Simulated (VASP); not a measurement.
# N in VASP: further runs

N is run at these levels: PBE, r2SCAN; tasks: single point.

Program: VASP 6.6.1. These are calculated values, not measurements. Logs are shortened: lines on timing, memory, paths and dates and some standing lists are left out, and cuts for length are marked.

**1. The cell of the first run**

Symmetry: P6_3/mmc, No. 194, hexagonal system. Conventional cell: a = 3.580 Å, b = 3.580 Å, c = 7.642 Å, α = 90.00°, β = 90.00°, γ = 120.00°. Within 1.5 Å of N (site symmetry 3m) lie 1 N at 1.09 Å.

**2. Single point, PBE**

File INCAR:

```
SYSTEM = N
ALGO = Normal
EDIFF = 1E-6
ENCUT = 520
GGA = PE
ISIF = 2
ISMEAR = -1
LASPH = .True.
LCHARG = .False.
LREAL = .False.
LWAVE = .False.
NBANDS = 18
NELM = 100
PREC = Accurate
SIGMA = 0.02
```

File KPOINTS:

```
k-points
0
Gamma
  12 12 4
  0 0 0
```

File POSCAR:

```
N
1.0
    3.5804205417      0.0000000000      0.0000000000
   -1.7902102708      3.1007351453      0.0000000000
    0.0000000000      0.0000000000      7.6415144716
N
4
Direct
    0.3333333333      0.6666666667      0.3215707846
    0.3333333333      0.6666666667      0.1784292154
    0.6666666667      0.3333333333      0.8215707846
    0.6666666667      0.3333333333      0.6784292154
```

Potentials or basis: VASP PAW PBE potentials, release 64 (N).

Launch:

```console
cat potpaw_PBE.64/N/POTCAR > POTCAR
mpirun -np 1 vasp_std > vasp.out
```

OUTCAR:

```text
SYSTEM = N
   EDIFF = 1E-6
   ENCUT = 520
   GGA = PE
   ISIF = 2
   ISMEAR = -1
   LASPH = .True.
   LREAL = .False.
   NELM = 100
   PREC = Accurate

 ion  position               nearest neighbor table
   1  0.333  0.667  0.322-   2 1.09
   2  0.333  0.667  0.178-   1 1.09
   3  0.667  0.333  0.822-   4 1.09
   4  0.667  0.333  0.678-   3 1.09

  LATTYP: Found a hexagonal cell.
 ALAT       =     3.5804205417
 C/A-ratio  =     2.1342505392

  Lattice vectors:

 A1 = (   3.5804205417,   0.0000000000,   0.0000000000)
 A2 = (  -1.7902102708,   3.1007351453,   0.0000000000)
 A3 = (   0.0000000000,   0.0000000000,   7.6415144716)

Analysis of symmetry for initial positions (statically):
=====================================================================
 Subroutine PRICEL returns:
 Original cell was already a primitive cell.

 Routine SETGRP: Setting up the symmetry group for a
 hexagonal supercell.

 Subroutine GETGRP returns: Found 24 space group operations
 (whereof 12 operations were pure point group operations)
 out of a pool of 24 trial point group operations.

The static configuration has the point symmetry D_3d.
 The point group associated with its full space group is D_6h.

Analysis of symmetry for dynamics (positions and initial velocities):
=====================================================================
 Subroutine PRICEL returns:
 Original cell was already a primitive cell.

 Routine SETGRP: Setting up the symmetry group for a
 hexagonal supercell.

 Subroutine GETGRP returns: Found 24 space group operations
 (whereof 12 operations were pure point group operations)
 out of a pool of 24 trial point group operations.

The dynamic configuration has the point symmetry D_3d.
 The point group associated with its full space group is D_6h.

 Subroutine INISYM returns: Found 24 space group operations
 (whereof 12 operations are pure point group operations),
 and found     1 'primitive' translations

----------------------------------------------------------------------------------------

                                     Primitive cell

  volume of cell :      84.8356

  direct lattice vectors                    reciprocal lattice vectors
     3.580420542  0.000000000  0.000000000     0.279296800  0.161252083  0.000000000
    -1.790210271  3.100735145  0.000000000     0.000000000  0.322504165  0.000000000
     0.000000000  0.000000000  7.641514472     0.000000000  0.000000000  0.130864111

  length of vectors
     3.580420542  3.580420542  7.641514472     0.322504165  0.322504165  0.130864111

  position of ions in fractional coordinates (direct lattice)
     0.333333333  0.666666667  0.321570785
     0.333333333  0.666666667  0.178429215
     0.666666667  0.333333333  0.821570785
     0.666666667  0.333333333  0.678429215

  ion indices of the primitive-cell ions
   primitive index   ion index
                 1           1
                 2           2
                 3           3
                 4           4

----------------------------------------------------------------------------------------

 KPOINTS: k-points

Automatic generation of k-mesh.
 Grid dimensions read from file:
 generate k-points for:   12   12    4

 Generating k-lattice:

  Cartesian coordinates                     Fractional coordinates (reciprocal lattice)
     0.023274733  0.013437674  0.000000000     0.083333333  0.000000000  0.000000000
     0.000000000  0.026875347  0.000000000     0.000000000  0.083333333  0.000000000
     0.000000000  0.000000000  0.032716028     0.000000000  0.000000000  0.250000000

  Length of vectors
     0.026875347  0.026875347  0.032716028

  Shift w.r.t. Gamma in fractional coordinates (k-lattice)
     0.000000000  0.000000000  0.000000000

 Subroutine IBZKPT returns following result:
 ===========================================

 Found     57 irreducible k-points:

 Following reciprocal coordinates:
            Coordinates               Weight
  0.000000  0.000000  0.000000      1.000000
  0.083333 -0.000000  0.000000      6.000000
  0.166667 -0.000000  0.000000      6.000000
  0.250000  0.000000  0.000000      6.000000
  0.333333 -0.000000  0.000000      6.000000
  0.416667  0.000000  0.000000      6.000000
[... 16 lines left out ...]
  0.250000  0.000000  0.250000     12.000000
  0.333333 -0.000000  0.250000     12.000000
 [... further k-points ...]
   k-points           NKPTS =     57   k-points in BZ     NKDIM =     57   number of bands    NBANDS=     18
   number of dos      NEDOS =    301   number of ions     NIONS =      4
   total plane-waves  NPLWV =  47040
   dimension x,y,z NGX =    28 NGY =   28 NGZ =   60
   dimension x,y,z NGXF=    56 NGYF=   56 NGZF=  120
   ions per type =               4
   NGX,Y,Z   is equivalent  to a cutoff of  13.00, 13.00, 13.05 a.u.
   NGXF,Y,Z  is equivalent  to a cutoff of  26.00, 26.00, 26.11 a.u.
 SYSTEM =  N
   PREC   = accura    normal or accurate (medium, high low for compatibility)
   ISTART =      0    job   : 0-new  1-cont  2-samecut
   ICHARG =      2    charge: 1-file 2-atom 10-const
   ISPIN  =      1    spin polarized calculation?
   LNONCOLLINEAR =      F non collinear calculations
   LSORBIT =      F    spin-orbit coupling
   LASPH  =      T    aspherical Exc in radial PAW
   ENCUT  =  520.0 eV  38.22 Ry    6.18 a.u.   6.66  6.66 14.21*2*pi/ulx,y,z
   NELM   =    100;   NELMIN=  2; NELMDL= -5     # of ELM steps
   EDIFF  = 0.1E-05   stopping-criterion for ELM
   LREAL  =      F    real-space projection
   EDIFFG = 0.1E-04   stopping-criterion for IOM
   NSW    =      0    number of steps for IOM
   IBRION =     -1    ionic relax: 0-MD 1-quasi-New 2-CG
   NFREE  =      0    steps in history (QN), initial steepest desc. (CG)
   ISIF   =      2    stress and relaxation
   ISYM   =      2    0-nonsym 1-usesym 2-fastsym
   POTIM  = 0.5000    time-step for ionic-motion
   TEBEG  =    0.0;   TEEND  =   0.0 temperature during run
   PSTRESS=    0.0 pullay stress
   NELECT =      20.0000    total number of electrons
   NUPDOWN=      -1.0000    fix difference up-down
   EMIN   =  10.00;   EMAX   =-10.00  energy-range for DOS
   EFERMI =   0.00;   METHOD = LEGACY
   ISMEAR =    -1;   SIGMA  =   0.02  broadening in eV -4-tet -1-fermi 0-gaus
   EFERMI_NEDOS =   21; number of points for ismear=-14 and -15
   IALGO  =     38    algorithm
   IMIX   =      4    mixing-type and parameters
     AMIX     =   0.40;   BMIX     =  1.00
     AMIX_MAG =   1.60;   BMIX_MAG =  1.00
  volume/ion in A,a.u.               =      21.21       143.12
  Fermi-wavevector in a.u.,A,eV,Ry     =   1.011328  1.911133 13.915831  1.022785
  Thomas-Fermi vector in A             =   2.144371
   LORBIT       =      0    0 simple, 1 ext, 2 COOP (PROOUT), +10 PAW based schemes
   GGA     = PE    functional components
   LHFCALC =     F    Hartree Fock is set to
   AEXX    =    0.0000 exact exchange contribution
   IVDW    =     0    specifies the selected vdW correction
   LEPSILON=     F    determine dielectric tensor
   LRPA    =     F    only Hartree local field effects (RPA)
 non-spin polarized calculation
  energy-cutoff  :      520.00
  volume of cell :       84.84
 maximum number of plane-waves:      2321
 NGX is ok and might be reduce to    28
   NGX = 13   NGY = 13   NGZ = 29

 number of electron      19.9999996 magnetization

 Free energy of the ion-electron system (eV)
  ---------------------------------------------------
  ext. energy  EPLUGINS =         0.00000000
  ---------------------------------------------------
  free energy    TOTEN  =       -33.20037119 eV

  energy without entropy =      -33.20037119  energy(sigma->0) =      -33.20037119

 E-fermi :  -5.6385     XC(G=0):  -6.6627

 val. band max:       -6.1566439455   @ k =   0.1667   0.1667   0.0000
 cond. band min:       0.8749301466   @ k =   0.5000   0.0000   0.0000
 fundamental gap:      7.0315740921
 Fermi energy:        -5.6385256276

 k-point     1 :       0.0000    0.0000    0.0000
  band No.  band energies     occupation
      1     -24.8697      2.00000
      2     -24.8507      2.00000
      3     -10.2734      2.00000
      4      -9.5089      2.00000
      5      -7.6849      2.00000
      6      -7.6849      2.00000
[... 10 lines left out ...]
     17       6.4372      0.00000
     18      10.1207      0.00000

 k-point     2 :       0.0833   -0.0000    0.0000
  band No.  band energies     occupation
      1     -24.8647      2.00000
      2     -24.8464      2.00000
      3     -10.2473      2.00000
      4      -9.5046      2.00000
      5      -7.7703      2.00000
      6      -7.7410      2.00000
[... 10 lines left out ...]
     17       6.6118      0.00000
     18      10.2122      0.00000

 k-point     3 :       0.1667   -0.0000    0.0000
  band No.  band energies     occupation
      1     -24.8509      2.00000
      2     -24.8345      2.00000
      3     -10.1725      2.00000
      4      -9.4947      2.00000
      5      -7.9811      2.00000
      6      -7.8919      2.00000
[... 10 lines left out ...]
     17       7.0704      0.00000
     18      10.4743      0.00000

 k-point     4 :       0.2500    0.0000    0.0000
  band No.  band energies     occupation
      1     -24.8319      2.00000
      2     -24.8183      2.00000
      3     -10.0617      2.00000
      4      -9.4878      2.00000
      5      -8.1872      2.00000
      6      -8.0803      2.00000
[... 10 lines left out ...]
     17       7.7001      0.00000
     18       9.6285      0.00000

 k-point     5 :       0.3333   -0.0000    0.0000
  band No.  band energies     occupation
      1     -24.8127      2.00000
      2     -24.8023      2.00000
      3      -9.9353      2.00000
      4      -9.4939      2.00000
      5      -8.3561      2.00000
      6      -8.2554      2.00000
[... 10 lines left out ...]
     17       8.4246      0.00000
     18       8.7068      0.00000

 k-point     6 :       0.4167    0.0000    0.0000
  band No.  band energies     occupation
      1     -24.7983      2.00000
      2     -24.7911      2.00000
      3      -9.8223      2.00000
      4      -9.5172      2.00000
      5      -8.4659      2.00000
      6      -8.3777      2.00000
[... 10 lines left out ...]
     17       8.0127      0.00000
     18       9.1658      0.00000

 k-point     7 :       0.5000    0.0000    0.0000
  band No.  band energies     occupation
      1     -24.7925      2.00000
      2     -24.7870      2.00000
      3      -9.7704      2.00000
      4      -9.5358      2.00000
      5      -8.5037      2.00000
      6      -8.4216      2.00000
[... 10 lines left out ...]
     17       7.8401      0.00000
     18       8.8840      0.00000

 k-point     8 :       0.0833    0.0833    0.0000
  band No.  band energies     occupation
      1     -24.8553      2.00000
      2     -24.8383      2.00000
      3     -10.1967      2.00000
      4      -9.4974      2.00000
      5      -7.9201      2.00000
      6      -7.8455      2.00000
[... 10 lines left out ...]
     17       6.9268      0.00000
     18      10.3963      0.00000
[... 229 lines left out ...]
     17       8.0040      0.00000
     18       9.2756      0.00000

 k-point    20 :       0.0000    0.0000    0.2500
  band No.  band energies     occupation
      1     -24.8669      2.00000
      2     -24.8534      2.00000
      3     -10.1874      2.00000
      4      -9.6598      2.00000
      5      -7.6783      2.00000
      6      -7.6783      2.00000
[... 10 lines left out ...]
     17       6.9145      0.00000
     18       9.2517      0.00000

 k-point    21 :       0.0833   -0.0000    0.2500
  band No.  band energies     occupation
      1     -24.8620      2.00000
      2     -24.8491      2.00000
      3     -10.1633      2.00000
      4      -9.6507      2.00000
      5      -7.7477      2.00000
      6      -7.7344      2.00000
[... 10 lines left out ...]
     17       7.0788      0.00000
     18       9.3688      0.00000

 k-point    22 :       0.1667   -0.0000    0.2500
  band No.  band energies     occupation
      1     -24.8485      2.00000
      2     -24.8369      2.00000
      3     -10.0953      2.00000
      4      -9.6268      2.00000
      5      -7.9413      2.00000
      6      -7.8898      2.00000
[... 10 lines left out ...]
     17       7.5213      0.00000
     18       9.7000      0.00000

 k-point    23 :       0.2500    0.0000    0.2500
  band No.  band energies     occupation
      1     -24.8299      2.00000
      2     -24.8203      2.00000
      3      -9.9956      2.00000
      4      -9.5980      2.00000
      5      -8.1468      2.00000
      6      -8.0791      2.00000
[... 10 lines left out ...]
     17       8.1411      0.00000
     18       9.6872      0.00000

 k-point    24 :       0.3333   -0.0000    0.2500
  band No.  band energies     occupation
      1     -24.8111      2.00000
      2     -24.8039      2.00000
      3      -9.8841      2.00000
      4      -9.5777      2.00000
      5      -8.3207      2.00000
      6      -8.2524      2.00000
[... 10 lines left out ...]
     17       8.6405      0.00000
     18       8.9599      0.00000

 [... further k-points ...]

------------------------ aborting loop because EDIFF is reached ----------------------------------------

  FORCE on cell =-STRESS in cart. coord.  units (eV):
  Direction    XX          YY          ZZ          XY          YZ          ZX
  --------------------------------------------------------------------------------------
  -------------------------------------------------------------------------------------
  Total        0.4201674      0.4201674      7.0048332      0.0000000      0.0000000      0.0000000
  in kB        7.9351433      7.9351433    132.2909792      0.0000000      0.0000000      0.0000000
  external PRESSURE =      49.3870886 kB  Pullay stress =       0.0000000 kB

 VOLUME and BASIS-vectors are now :
 -----------------------------------------------------------------------------
  energy-cutoff  :      520.00
  volume of cell :       84.84
      direct lattice vectors                 reciprocal lattice vectors
     3.580420542  0.000000000  0.000000000     0.279296800  0.161252083  0.000000000
    -1.790210271  3.100735145  0.000000000     0.000000000  0.322504165  0.000000000
     0.000000000  0.000000000  7.641514472     0.000000000  0.000000000  0.130864111

 POSITION                                       TOTAL-FORCE (eV/Angst)
 -----------------------------------------------------------------------------------
     -0.00000      2.06716      2.45729        -0.000000      0.000000      3.130583
     -0.00000      2.06716      1.36347        -0.000000     -0.000000     -3.130583
      1.79021      1.03358      6.27805         0.000000      0.000000      3.130583
      1.79021      1.03358      5.18423        -0.000000     -0.000000     -3.130583
 -----------------------------------------------------------------------------------
    total drift:                               -0.000000      0.000000      0.000000

  FREE ENERGIE OF THE ION-ELECTRON SYSTEM (eV)
  ---------------------------------------------------
  free  energy   TOTEN  =       -33.2003711854 eV

  energy  without entropy=      -33.2003711854  energy(sigma->0) =      -33.20037119
```

Run time: 1.9 min. Hardware: 1 thread of Oxide Virtual Turin-like, shared host; peak memory 0.19 GiB.

Results:

```yaml
Free_energy: -33.2004 eV
Pressure: 4.9 GPa
Largest_force: 3.131 eV/Å
Band_gap_on_the_k_mesh: 7.03 eV (least direct gap 7.08 eV)
```

Forces on the atoms (eV/Å):
```
N    0.000  0.000  3.131
N    0.000  0.000 -3.131
N    0.000  0.000  3.131
N    0.000  0.000 -3.131
```

Stress tensor (GPa, compression positive):
```
 0.79  0.00  0.00
 0.00  0.79  0.00
 0.00  0.00 13.23
```

Levels at points of the mesh, in eV from the valence-band top:
```
           k point  band 6  band 7  band 8  band 9  band 10  band 11  band 12  band 13  band 14  band 15
(0.00, 0.00, 0.00)   -1.53   -1.48   -1.48   -1.20    -0.06     8.41     8.41     8.66     8.66    11.02
(0.50, 0.00, 0.00)   -2.26   -1.72   -1.63   -0.40    -0.05     7.03     7.65     8.05     8.59    12.84
(0.00, 0.00, 0.50)   -1.51   -1.51   -1.51   -0.57    -0.57     8.54     8.54     8.54     8.54    11.09
(0.50, 0.00, 0.50)   -2.27   -1.67   -1.67   -0.25    -0.25     7.36     7.36     8.31     8.31    13.52
```

Caveat: the standard files for N, O and F lose accuracy on very short bonds; the stress differs along the axes, from 1 to 13 GPa; this functional lacks dispersion, which holds the molecules together, so the pressure and a relaxed volume are unreliable; forces of over 1 eV/Å act on the atoms, so gaps and moduli don't describe the material at rest. A k mesh can miss the band edges.

[end of part 1 of 2]
